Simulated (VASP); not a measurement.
A run of VASP 6.6.1 is set up as follows.

INCAR

```
PREC = Accurate
ENCUT = 520
EDIFF = 1E-6
ISMEAR = 0
SIGMA = 0.05
LREAL = False
LASPH = True
NELM = 60
ALGO = Normal
ISIF = 2
LWAVE = False
LCHARG = False
GGA = PE
NBANDS = 15
```

File KPOINTS:

```
Automatic mesh
0
Gamma
  6 6 6
```

Contents of POSCAR:

```
KBr
1.0
    0.0000000000      3.2925000000      3.2925000000
    3.2925000000      0.0000000000      3.2925000000
    3.2925000000      3.2925000000      0.0000000000
K Br
1 1
Direct
   -0.0056947608     -0.0056947608      0.0056947608
    0.5000000000      0.5000000000      0.5000000000
```

Potentials or basis: VASP PAW PBE potentials, release 64 (K_sv, Br).

Command:

```console
$ cat potpaw_PBE.64/K_sv/POTCAR potpaw_PBE.64/Br/POTCAR > POTCAR
$ mpirun -np 1 vasp_std > vasp.out
```

Q: Estimate the largest force.

A: 0.048 eV/Å.

Q: What does it give for the pressure?

A: 0.9 GPa.

Q: Estimate the band gap on the k mesh.

A: 4.45 eV, direct.

Forces in eV/Å, atoms in the order of the input:
```
K    0.000  0.000  0.048
Br   0.000  0.000 -0.048
```

Caveat: the cell differs from its parent crystal (all K atoms moved +0.037 Å, as atom 1 towards its neighbour atom 2 (Br) at 3.292 Å).
